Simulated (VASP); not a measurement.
The system is HoS4.

```
Ho S
1.0
     5.08047    0.00000    0.00000
     0.00000    5.08047    0.00000
     0.00000    0.00000    5.08047
Ho S
1 4
Direct
  0.00000 0.00000 0.00000
  0.50000 0.50000 0.50000
  0.50000 0.00000 0.00000
  0.00000 0.50000 0.00000
  0.00000 0.00000 0.50000
```

The cell was generated, and may not be a known phase.

* Program: VASP 6.6.1
* Task: relaxation of cell and atoms
* Functional: PBE
* Potentials or basis: VASP PAW PBE potentials, release 64 (Ho_3, S), 4f in core
* Cutoff: 500 eV
* k mesh: 4 × 4 × 4
* Occupations: gaussian, width 0.1 eV
* Spin: no spin polarisation

At the start: pressure 3.5 GPa; volume 26.23 Å³/atom.

**Question.** How do energy, volume and symmetry change on relaxing?

**Answer.** Over 3 steps the energy falls by 19.4 meV/atom and the volume is 28.11 Å³/atom (+7.2 %); space group Pm-3m (No. 221, to 0.1 Å) before and after.

The path:
```csv
step,energy change (eV),largest force (eV/Å),pressure (GPa),volume (Å³)
1,0.0000,0.0000,3.50,131.13
2,-0.0942,0.0000,-0.53,142.31
3,-0.0971,0.0000,0.01,140.54
```

Final structure:
```cif
data_structure
_symmetry_space_group_name_H-M 'P 1'
_symmetry_Int_Tables_number 1
_cell_length_a 5.1991
_cell_length_b 5.1991
_cell_length_c 5.1991
_cell_angle_alpha 90.000
_cell_angle_beta 90.000
_cell_angle_gamma 90.000
_cell_volume 140.54
loop_
_atom_site_label
_atom_site_type_symbol
_atom_site_fract_x
_atom_site_fract_y
_atom_site_fract_z
_atom_site_occupancy
Ho1 Ho 0.00000 0.00000 0.00000 1
S1 S 0.50000 0.50000 0.50000 1
S2 S 0.50000 0.00000 0.00000 1
S3 S 0.00000 0.50000 0.00000 1
S4 S 0.00000 0.00000 0.50000 1
```

Caveat: the run has no spin polarisation, though such a crystal can be magnetic.
